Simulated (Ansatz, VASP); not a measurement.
Two plane-wave programs on LiC18

```
CELL_PARAMETERS angstrom
7.39800 0.00000 0.00000
-3.69900 6.40686 0.00000
0.00000 0.00000 13.00000
ATOMIC_POSITIONS crystal
C 0.99408 0.99690 0.07784
C 0.21617 0.10795 0.07874
C 0.99346 0.33066 0.07871
C 0.21520 0.44079 0.07858
C 0.99346 0.66253 0.07870
C 0.21520 0.77414 0.07858
C 0.32630 0.99635 0.07860
C 0.54804 0.10796 0.07862
C 0.32630 0.32968 0.07860
C 0.54804 0.43981 0.07861
C 0.32532 0.66252 0.07854
C 0.54741 0.77357 0.07753
C 0.65908 0.99691 0.07763
C 0.88242 0.10857 0.07778
C 0.65965 0.32969 0.07859
C 0.88186 0.44079 0.07862
C 0.65908 0.66190 0.07762
C 0.88242 0.77357 0.07777
Li 0.76941 0.88455 0.20572
```

Alike in both runs: functional PBE; k mesh 2 × 2 × 1; occupations gaussian, width 0.05 eV; collinear spin.

Ansatz relaxed the structure, and its values are those at the end. VASP's run is a single point on that final structure, the one shown.

```csv
,VASP,Ansatz
version,VASP 6.6.1,Ansatz 0.2.0
potentials or method,"VASP PAW PBE potentials, release 64 (C, Li_sv), cutoff 520 eV","scalar-relativistic, plane waves, PAW"
valence electrons in the cell,75,75
```

VASP gave:

| Item | Value |
| --- | --- |
| rms of the force components (eV/Å) | 0.004 |
| net moment per atom (μB) | 0.00 |

**Question.** Estimate Ansatz's values.

**Answer.** rms of the force components (eV/Å): 0.002; net moment per atom (μB): 0.00.

The functional is the same, so the differences come from potentials, cutoffs and numerics. Ansatz's warnings: filled band counts differ across k points, seeded moment not kept.

The k mesh is coarse, so the values compare programs but aren't converged. Noted on VASP's run: the cutoff is short for stress, so the pressure is rough.
